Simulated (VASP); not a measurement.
# B3As in VASP: a series of runs, part 2 of 2

VASP 6.6.1. The steps go on from the part before.

### 6 Relaxation of cell and atoms, PBE

INCAR

```
  PREC = Accurate
  ENCUT = 600
  EDIFF = 1E-6
  ISMEAR = 0
  SIGMA = 0.1
  LREAL = False
  LASPH = True
  NELM = 60
  ALGO = Normal
  ISIF = 3
  LWAVE = False
  LCHARG = False
  GGA = PE
  IBRION = 2
  NSW = 100
  EDIFFG = -0.01
```

KPOINTS

```
Automatic mesh
0
Gamma
  18 18 12
```

POSCAR

```
B3As
1.0
    3.4292914311      0.0000000000      0.0000000000
   -1.7146457156      2.9698534963      0.0000000000
    0.0000000000      0.0000000000      4.0081888661
B As
3 1
Direct
    0.5000000000      0.0000000000      0.0000000000
    0.0000000000      0.5000000000      0.0000000000
    0.5000000000      0.5000000000      0.0000000000
    0.0000000000      0.0000000000      0.5000000000
```

Potentials or basis: VASP PAW PBE potentials, release 64 (B, As).

The run is started by

```
> cat potpaw_PBE.64/B/POTCAR potpaw_PBE.64/As/POTCAR > POTCAR
> mpirun -np 1 vasp_std > vasp.out
```

OUTCAR:

```text
PREC = Accurate
   ENCUT = 600
   EDIFF = 1E-6
   ISMEAR = 0
   LREAL = False
   LASPH = True
   NELM = 60
   ISIF = 3
   GGA = PE
   IBRION = 2
   NSW = 100
   EDIFFG = -0.01

 ion  position               nearest neighbor table
   1  0.500  0.000  0.000-   2 1.71   2 1.71   3 1.71   3 1.71
   2  0.000  0.500  0.000-   1 1.71   1 1.71   3 1.71   3 1.71
   3  0.500  0.500  0.000-   2 1.71   2 1.71   1 1.71   1 1.71
   4  0.000  0.000  0.500-

  LATTYP: Found a hexagonal cell.
 ALAT       =     3.4292914311
 C/A-ratio  =     1.1688096351

  Lattice vectors:

 A1 = (   3.4292914311,   0.0000000000,   0.0000000000)
 A2 = (  -1.7146457156,   2.9698534963,   0.0000000000)
 A3 = (   0.0000000000,   0.0000000000,   4.0081888661)

Analysis of symmetry for initial positions (statically):
[... 312 lines left out ...]
      1      -9.0151      2.00000
      2      -1.4419      2.00000
      3      -0.5024      2.00000
      4      -0.3165      2.00000
      5       3.4602      2.00000
      6       3.4602      2.00000
      7       9.2292      0.00000
      8       9.2292      0.00000
      9      10.5803      0.00000
     10      10.5803      0.00000
     11      11.3481      0.00000
[... 309 lines left out ...]
 k-point    24 :       0.3889    0.1111    0.0000
  band No.  band energies     occupation
      1      -6.3199      2.00000
      2      -4.6786      2.00000
      3      -1.8693      2.00000
      4       2.3040      2.00000
      5       3.0317      2.00000
      6       3.7659      2.00000
      7       4.8518      2.00000
      8       5.0231      2.00000
      9       9.1185      0.00000
     10       9.2178      0.00000
     11      11.7130      0.00000

 [... further k-points ...]

------------------------ aborting loop because EDIFF is reached ----------------------------------------

  FORCE on cell =-STRESS in cart. coord.  units (eV):
  Direction    XX          YY          ZZ          XY          YZ          ZX
  --------------------------------------------------------------------------------------
  -------------------------------------------------------------------------------------
  Total       -0.0081379     -0.0081379     -0.0081479      0.0000000     -0.0000000      0.0000000
  in kB       -0.3200052     -0.3200052     -0.3203967      0.0000000     -0.0000000      0.0000000
  external PRESSURE =      -0.3201357 kB  Pullay stress =       0.0000000 kB
[... 19 lines left out ...]
  FREE ENERGIE OF THE ION-ELECTRON SYSTEM (eV)
  ---------------------------------------------------
  free  energy   TOTEN  =       -22.1005346039 eV

  energy  without entropy=      -22.0957941368  energy(sigma->0) =      -22.09816437

 reached required accuracy - stopping structural energy minimisation
```

OSZICAR:

```text
N       E                     dE             d eps       ncg     rms          rms(c)
DAV:   1     0.354068534412E+02    0.35407E+02   -0.70147E+03  5698   0.126E+03
DAV:   2    -0.221199216387E+02   -0.57527E+02   -0.53866E+02  7517   0.191E+02
[... 23 lines left out ...]
   3 F= -.22100317E+02 E0= -.22097909E+02  d E =-.496351E-03
       N       E                     dE             d eps       ncg     rms          rms(c)
DAV:   1    -0.221007551439E+02   -0.43778E-03   -0.12734E-02  6071   0.923E-01    0.811E-02
DAV:   2    -0.221005889334E+02    0.16621E-03   -0.42387E-04  7818   0.165E-01    0.405E-02
DAV:   3    -0.221005402836E+02    0.48650E-04   -0.74190E-05  6188   0.657E-02    0.139E-02
DAV:   4    -0.221005345600E+02    0.57236E-05   -0.11853E-05  7032   0.228E-02    0.262E-03
DAV:   5    -0.221005346039E+02   -0.43926E-07   -0.39244E-07  3110   0.557E-03
   4 F= -.22100535E+02 E0= -.22098164E+02  d E =-.218096E-03
```

Run time: 100 s. Hardware: 1 thread of Intel Xeon Platinum 8559C (Emerald Rapids), shared host; peak memory 0.29 GiB.

Results:

```
Free energy                           : -22.1005 eV
Relaxed volume                        : 10.19 Å³/atom
Relaxed cell                          : a = 3.435 Å, b = 3.435 Å, c = 3.987 Å, α = 90.00°, β = 90.00°, γ = 120.00°
Space group after relaxing (to 0.1 Å) : P6/mmm (No. 191)
Energy gained by relaxing             : 0.2 meV/atom
Ionic steps                           : 4
Pressure after relaxing               : 0.0 GPa
Band gap on the k mesh                : zero (bands 7 and 8 overlap by 4.79 eV)
```

Step by step:
| step | energy change (eV) | largest force (eV/Å) | pressure (GPa) | volume (Å³) |
| --- | --- | --- | --- | --- |
| 1 | 0.0000 | 0.0000 | 0.13 | 40.82 |
| 2 | -0.0005 | 0.0000 | -0.32 | 40.87 |
| 3 | -0.0005 | 0.0000 | -0.40 | 40.88 |
| 4 | -0.0007 | 0.0000 | -0.03 | 40.74 |

Final structure:
```yaml
crystal:
  lattice:
    - [3.43505, 0.00000, 0.00000]
    - [-1.71752, 2.97484, 0.00000]
    - [0.00000, 0.00000, 3.98723]
  atoms:
    - { symbol: B, position: [0.50000, 0.00000, 0.00000] }
    - { symbol: B, position: [0.00000, 0.50000, 0.00000] }
    - { symbol: B, position: [0.50000, 0.50000, 0.00000] }
    - { symbol: As, position: [0.00000, 0.00000, 0.50000] }
```

Levels at points of the mesh, in eV from the Fermi level:
```tsv
k point	band 3	band 4	band 5	band 6	band 7	band 8	band 9	band 10	band 11
(0.00, 0.00, 0.00)	-7.32	-7.14	-3.36	-3.36	2.41	2.41	3.76	3.76	4.53
(0.50, 0.00, 0.00)	-8.10	-4.41	-3.61	-3.28	-2.86	-2.16	3.09	4.43	4.56
(0.00, 0.00, 0.50)	-7.27	-2.56	-2.56	-0.61	1.28	1.35	1.35	3.18	3.18
(0.50, 0.00, 0.50)	-10.91	-6.91	-6.17	-3.18	-1.09	0.79	4.51	4.77	6.28
```

### 7 Overview

```csv
task,cell,k mesh,cutoff (eV),gap on the mesh (eV),pressure (GPa),relaxed volume (Å³/atom),largest force (eV/Å)
single point,"a = 3.429, b = 3.429, c = 4.008 Å, angles 90.0, 90.0, 120.0°, 4 atoms, atomic positions A",6 × 6 × 4,520,none,-0.1,-,-
single point,"a = 3.646, b = 3.646, c = 4.790 Å, angles 90.0, 90.0, 120.0°, 4 atoms, atomic positions B",6 × 6 × 4,520,none,-22.8,-,0.47
relaxation of cell and atoms,"relaxed from a = 3.646, b = 3.646, c = 4.790 Å, angles 90.0, 90.0, 120.0°, 4 atoms, atomic positions B",6 × 6 × 4,600,none,-0.1,10.22,0.01
single point,"a = 3.435, b = 3.435, c = 3.986 Å, angles 90.0, 90.0, 120.0°, 4 atoms, atomic positions A",18 × 18 × 12,520,none,0.0,-,-
relaxation of cell and atoms,"relaxed from a = 3.429, b = 3.429, c = 4.008 Å, angles 90.0, 90.0, 120.0°, 4 atoms, atomic positions A",18 × 18 × 12,600,none,0.0,10.19,-
```

Alike in all rows: level PBE; potentials or basis VASP PAW PBE potentials, release 64 (B, As); no spin polarisation; smearing gaussian 0.1 eV.

Caveats: some runs use coarse meshes; the cell stands under tension (at least some runs); the volume moved by over 15 % at a fixed basis, so the end points are rough (at least some runs).

Total energies depend on the potentials used, so only differences within one code and one set of settings carry meaning.
